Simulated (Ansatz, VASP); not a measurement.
## Co2IrN3 in VASP and in Ansatz

The input INCAR:

```
  PREC = Accurate
  ENCUT = 600
  EDIFF = 1E-6
  ISMEAR = 0
  SIGMA = 0.1
  LREAL = False
  LASPH = True
  NELM = 60
  ALGO = Normal
  ISIF = 3
  LWAVE = False
  LCHARG = False
  GGA = PE
  IBRION = 2
  NSW = 90
  EDIFFG = -0.04
```

File KPOINTS:

```
Automatic mesh
0
Gamma
  6 6 1
```

File POSCAR:

```
Co2IrN3
1.0
    2.7817746612      0.0000000000      0.0000000000
   -1.3908873306      2.4090875242      0.0000000000
    0.0000000000      0.0000000000     16.0382447894
Co Ir N
4 2 6
Direct
    0.3333333333      0.6666666667      0.9280000000
    0.6666666667      0.3333333333      0.4280000000
    0.6666666667      0.3333333333      0.0720000000
    0.3333333333      0.6666666667      0.5720000000
    0.0000000000      0.0000000000      0.2500000000
    0.0000000000      0.0000000000      0.7500000000
    0.0000000000      0.0000000000      0.5000000000
    0.0000000000      0.0000000000      0.0000000000
    0.3333333333      0.6666666667      0.3650000000
    0.6666666667      0.3333333333      0.8650000000
    0.6666666667      0.3333333333      0.6350000000
    0.3333333333      0.6666666667      0.1350000000
```

Input for Ansatz:

```yaml
crystal:
  lattice:
    - [2.7817746612, 0.0, 0.0]
    - [-1.3908873306, 2.4090875242, 0.0]
    - [0.0, 0.0, 16.0382447894]
  atoms:
    - { symbol: Co, position: [0.3333333333, 0.6666666667, 0.928] }
    - { symbol: Co, position: [0.6666666667, 0.3333333333, 0.428] }
    - { symbol: Co, position: [0.6666666667, 0.3333333333, 0.072] }
    - { symbol: Co, position: [0.3333333333, 0.6666666667, 0.572] }
    - { symbol: Ir, position: [0.0, 0.0, 0.25] }
    - { symbol: Ir, position: [0.0, 0.0, 0.75] }
    - { symbol: "N", position: [0.0, 0.0, 0.5] }
    - { symbol: "N", position: [0.0, 0.0, 0.0] }
    - { symbol: "N", position: [0.3333333333, 0.6666666667, 0.365] }
    - { symbol: "N", position: [0.6666666667, 0.3333333333, 0.865] }
    - { symbol: "N", position: [0.6666666667, 0.3333333333, 0.635] }
    - { symbol: "N", position: [0.3333333333, 0.6666666667, 0.135] }
basis:
  ecutwfc: 420
kpoints:
  mp_grid: { grid: [6, 6, 1] }
hamiltonian:
  xc: pbe
scf:
  occupations: { method: gaussian, width: 0.1 }
  lower_state_search: "off"
output:
  forces: true
  stress: true
  eigenvalues: true
relax:
  adjacent_minimum: "off"
  f_tol: 0.04
  max_steps: 70
  cell: { stress_tol: 0.4 }
```

Alike in both runs: task relaxation of cell and atoms; functional PBE; k mesh 6 × 6 × 1; occupations gaussian, width 0.1 eV; no spin polarisation.

|  | VASP | Ansatz |
| --- | --- | --- |
| version | VASP 6.6.1 | Ansatz 0.2.0 |
| potentials or method | VASP PAW PBE potentials, release 64 (Co, Ir, N), cutoff 600 eV | scalar-relativistic, plane waves, PAW |
| valence electrons in the cell | 84 | 132 |

Ansatz gave:

```
gap on the k mesh at the Fermi level, each at its own relaxed structure (eV) : none
relaxed volume (Å³/atom)                                                     : 9.07
relaxed cell length with the largest relative difference (Å)                 : 16.605
```

Question: Which values does VASP return?

Answer: gap on the k mesh at the Fermi level, each at its own relaxed structure (eV): none; relaxed volume (Å³/atom): 9.05; relaxed cell length with the largest relative difference (Å): 16.531.

A gap of «none» marks a metal or a gap that the smearing closes. VASP's potentials hold 84 valence electrons a cell and Ansatz's 132, so a difference there can come from the potentials and not from the codes.

The k mesh is coarse, so the values compare programs but aren't converged. Spin-orbit coupling is off throughout.
